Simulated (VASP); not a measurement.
Set up this calculation in VASP 6.6.1, as the native input.

- Task: relaxation of cell and atoms
- Functional: PBE
- Potentials or basis: VASP PAW PBE potentials, release 64 (Bi_d, O)
- Cutoff: 600 eV
- k mesh: 5 × 5 × 3
- Occupations: gaussian, width 0.2 eV
- Spin: no spin polarisation
- Dipole correction: no
- Further INCAR settings: ALGO = Normal; EDIFF = 1e-07; IBRION = 2; EDIFFG = -0.08; NSW = 36; ISIF = 3

The structure of BiO5 lies in POSCAR:

```
BiO5
1.0
    3.9977881600      0.0000000000      0.0000000000
   -1.9988940800      3.4621861100      0.0000000000
    0.0000000000      0.0000000000      6.4538094000
Bi O
1 5
Direct
    0.0000000000      0.0000000000      0.0000000000
    0.5000000000      0.0000000000      0.5000000000
    0.0000000000      0.5000000000      0.5000000000
    0.5000000000      0.5000000000      0.5000000000
    0.0000000000      0.0000000000      0.6675833700
    0.0000000000      0.0000000000      0.3324166300
```

The cell was built from a structure type or drawn by symmetry, and may not be a known phase.

One way to write it, as run:

INCAR

```
ALGO = Normal ; EDIFF = 1E-7
EDIFFG = -0.08 ; ENCUT = 600
GGA = PE ; GGA_COMPAT = False
IBRION = 2 ; ISIF = 3
ISMEAR = 0 ; LASPH = True
LCHARG = False ; LREAL = False
LWAVE = False ; NELM = 120
NELMIN = 4 ; NSW = 36
PREC = Accurate ; SIGMA = 0.2
```

KPOINTS

```
k-points
0
Gamma
  5 5 3
```

Potentials or basis: VASP PAW PBE potentials, release 64 (Bi_d, O).

The run is started by

```console
$ cat potpaw_PBE.64/Bi_d/POTCAR potpaw_PBE.64/O/POTCAR > POTCAR
$ mpirun -np 1 vasp_std > vasp.out
```

Results of the run:

```json
{
  "Relaxed volume": "15.66 Å³/atom",
  "Relaxed cell": "a = 3.639 Å, b = 3.639 Å, c = 8.192 Å, α = 90.00°, β = 90.00°, γ = 120.00°",
  "Space group after relaxing (to 0.1 Å)": "P6/mmm (No. 191)",
  "Energy gained by relaxing": "319.5 meV/atom",
  "Ionic steps": "16",
  "Pressure after relaxing": "0.3 GPa",
  "Largest force after relaxing": "0.022 eV/Å",
  "Band gap on the k mesh": "zero (an odd number of electrons rules out a gap without spin polarisation)"
}
```

Caveat: the k points lie up to 0.40 Å⁻¹ apart in the final cell, too coarse for converged energies and pressures of a metal; a cell axis changed by over 15 % at a fixed basis, so the end point is rough; spin-orbit coupling is left out, which moves the levels of the heavy elements; an odd number of electrons without spin polarisation forces a metal; a magnetic or distorted state may lie lower.

Run time: 4 min on 1 thread of Intel(R) Xeon(R) 6975P-C (Granite Rapids), on a shared host, peak memory 0.24 GiB.
